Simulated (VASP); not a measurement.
# SiO2 (P4_2/mnm) in VASP: notebook, part 2 of 2

VASP 6.6.1.

## Step 5: Single point, LDA (volume 7.658 Å^3 an atom, c/a of the conventional cell 0.7144)

INCAR

```
PREC = Accurate
ENCUT = 520
EDIFF = 1E-6
ISMEAR = 0
SIGMA = 0.05
LREAL = False
LASPH = True
NELM = 60
ALGO = Normal
ISIF = 2
LWAVE = False
LCHARG = False
GGA = CA
NBANDS = 25
```

KPOINTS

```
regular mesh
0
Gamma
  6 6 10
```

POSCAR

```
SiO2
1.0
    4.0065996114      0.0000000000      0.0000000000
    0.0000000000      4.0065996114      0.0000000000
    0.0000000000      0.0000000000      2.8623147624
Si O
2 4
Direct
    0.5000000000      0.5000000000      0.5000000000
    0.0000000000      0.0000000000      0.0000000000
    0.6944252994      0.6944252994      0.0000000000
    0.1944252994      0.8055747006      0.5000000000
    0.3055747006      0.3055747006      0.0000000000
    0.8055747006      0.1944252994      0.5000000000
```

Potentials or basis: VASP PAW LDA potentials, release 64 (Si, O).

Run with:

```
$ cat potpaw_LDA.64/Si/POTCAR potpaw_LDA.64/O/POTCAR > POTCAR
$ mpirun -np 1 vasp_std > vasp.out
```

OUTCAR:

```text
PREC = Accurate
   ENCUT = 520
   EDIFF = 1E-6
   ISMEAR = 0
   LREAL = False
   LASPH = True
   NELM = 60
   ISIF = 2
   GGA = CA

 ion  position               nearest neighbor table
   1  0.500  0.500  0.500-   4 1.73   6 1.73   5 1.81   3 1.81   3 1.81   5 1.81
   2  0.000  0.000  0.000-   3 1.73   5 1.73   4 1.81   6 1.81   4 1.81   6 1.81
   3  0.694  0.694  0.000-   2 1.73   1 1.81   1 1.81
   4  0.194  0.806  0.500-   1 1.73   2 1.81   2 1.81
   5  0.306  0.306  0.000-   2 1.73   1 1.81   1 1.81
   6  0.806  0.194  0.500-   1 1.73   2 1.81   2 1.81

  LATTYP: Found a simple tetragonal cell.
 ALAT       =     4.0065996114
 C/A-ratio  =     0.7144000000

  Lattice vectors:

 A1 = (   4.0065996114,   0.0000000000,   0.0000000000)
 A2 = (   0.0000000000,   4.0065996114,   0.0000000000)
 A3 = (   0.0000000000,   0.0000000000,   2.8623147624)

Analysis of symmetry for initial positions (statically):
=====================================================================
 Subroutine PRICEL returns:
[... 178 lines left out ...]
  free energy    TOTEN  =       -51.47885746 eV

  energy without entropy =      -51.47885746  energy(sigma->0) =      -51.47885746

 E-fermi :   8.6020     XC(G=0): -12.8355

 val. band max:        8.2972004770   @ k =   0.0000   0.0000   0.0000
 cond. band min:      13.4064560766   @ k =   0.0000   0.0000   0.0000
 fundamental gap:      5.1092555996
 Fermi energy:         8.6019812971

 k-point     1 :       0.0000    0.0000    0.0000
  band No.  band energies     occupation
      1     -14.0555      2.00000
      2     -10.0061      2.00000
      3     -10.0061      2.00000
      4      -9.5722      2.00000
      5      -2.6135      2.00000
      6       1.7228      2.00000
[... 661 lines left out ...]
     24      20.5721      0.00000
     25      22.3615      0.00000

 [... further k-points ...]
[... 5 lines left out ...]
  --------------------------------------------------------------------------------------
  -------------------------------------------------------------------------------------
  Total        4.0621694      4.0621694     -9.0917727      0.0000000      0.0000000      0.0000000
  in kB      141.6443746    141.6443746   -317.0223445      0.0000000      0.0000000      0.0000000
  external PRESSURE =     -11.2445318 kB  Pullay stress =       0.0000000 kB

 VOLUME and BASIS-vectors are now :
 -----------------------------------------------------------------------------
  energy-cutoff  :      520.00
  volume of cell :       45.95
      direct lattice vectors                 reciprocal lattice vectors
     4.006599611  0.000000000  0.000000000     0.249588204  0.000000000  0.000000000
     0.000000000  4.006599611  0.000000000     0.000000000  0.249588204  0.000000000
     0.000000000  0.000000000  2.862314762     0.000000000  0.000000000  0.349367586

 POSITION                                       TOTAL-FORCE (eV/Angst)
 -----------------------------------------------------------------------------------
      2.00330      2.00330      1.43116         0.000000      0.000000      0.000000
      0.00000      0.00000      0.00000         0.000000      0.000000      0.000000
      2.78228      2.78228      0.00000         0.359392      0.359392      0.000000
      0.77898      3.22762      1.43116         0.359392     -0.359392     -0.000000
      1.22432      1.22432      0.00000        -0.359392     -0.359392     -0.000000
      3.22762      0.77898      1.43116        -0.359392      0.359392      0.000000
 -----------------------------------------------------------------------------------
    total drift:                               -0.000000      0.000000      0.000000

  FREE ENERGIE OF THE ION-ELECTRON SYSTEM (eV)
  ---------------------------------------------------
  free  energy   TOTEN  =       -51.4788574570 eV

  energy  without entropy=      -51.4788574570  energy(sigma->0) =      -51.47885746
```

OSZICAR:

```text
N       E                     dE             d eps       ncg     rms          rms(c)
DAV:   1     0.124831374473E+03    0.12483E+03   -0.17616E+04  3032   0.123E+03
DAV:   2    -0.499620883135E+02   -0.17479E+03   -0.16630E+03  3764   0.276E+02
DAV:   3    -0.565109900473E+02   -0.65489E+01   -0.65214E+01  4000   0.511E+01
DAV:   4    -0.565504489364E+02   -0.39459E-01   -0.39448E-01  3432   0.465E+00
DAV:   5    -0.565507634573E+02   -0.31452E-03   -0.31447E-03  3998   0.390E-01    0.178E+01
DAV:   6    -0.515688238273E+02    0.49819E+01   -0.13781E+01  3687   0.248E+01    0.853E+00
DAV:   7    -0.515191312451E+02    0.49693E-01   -0.68885E-01  3709   0.485E+00    0.297E+00
DAV:   8    -0.514854173552E+02    0.33714E-01   -0.27521E-02  3729   0.139E+00    0.109E+00
DAV:   9    -0.514788377719E+02    0.65796E-02   -0.52887E-03  3747   0.595E-01    0.204E-01
DAV:  10    -0.514788633110E+02   -0.25539E-04   -0.25022E-04  3800   0.110E-01    0.698E-02
DAV:  11    -0.514788575043E+02    0.58067E-05   -0.21282E-05  3813   0.343E-02    0.177E-02
DAV:  12    -0.514788574570E+02    0.47293E-07   -0.70843E-07  2520   0.602E-03
   1 F= -.51478857E+02 E0= -.51478857E+02  d E =-.571758E-20
```

Wall time 71 s (1 thread of AMD EPYC 7R13, shared host); peak memory 0.14 GiB.

Results:

```yaml
Free_energy: -51.4789 eV
Pressure: -1.1 GPa
Largest_force: 0.508 eV/Å
Band_gap_on_the_k_mesh: 5.11 eV, direct
```

Forces on the atoms (eV/Å):
```
Si   0.000  0.000  0.000
Si   0.000  0.000  0.000
O    0.359  0.359  0.000
O    0.359 -0.359  0.000
O   -0.359 -0.359  0.000
O   -0.359  0.359  0.000
```

## Step 6: Overview

```csv
cell,gap on the mesh (eV),pressure (GPa),largest force (eV/Å)
"a = 4.315, b = 4.315, c = 2.389 Å, 6 atoms",6.40,25.3,0.41
"a = 3.911, b = 3.911, c = 3.005 Å, 6 atoms",4.63,0.7,0.72
"a = 4.105, b = 4.105, c = 2.727 Å, 6 atoms",5.67,-0.3,0.21
"a = 4.007, b = 4.007, c = 2.862 Å, 6 atoms",5.11,-1.1,0.51
```

Alike in all rows: task single point; level LDA; potentials or basis VASP PAW LDA potentials, release 64 (Si, O); no spin polarisation; k mesh 6 × 6 × 10; cutoff (eV) 520; smearing gaussian 0.05 eV.

Total energies depend on the potentials used, so only differences within one code and one set of settings carry meaning.
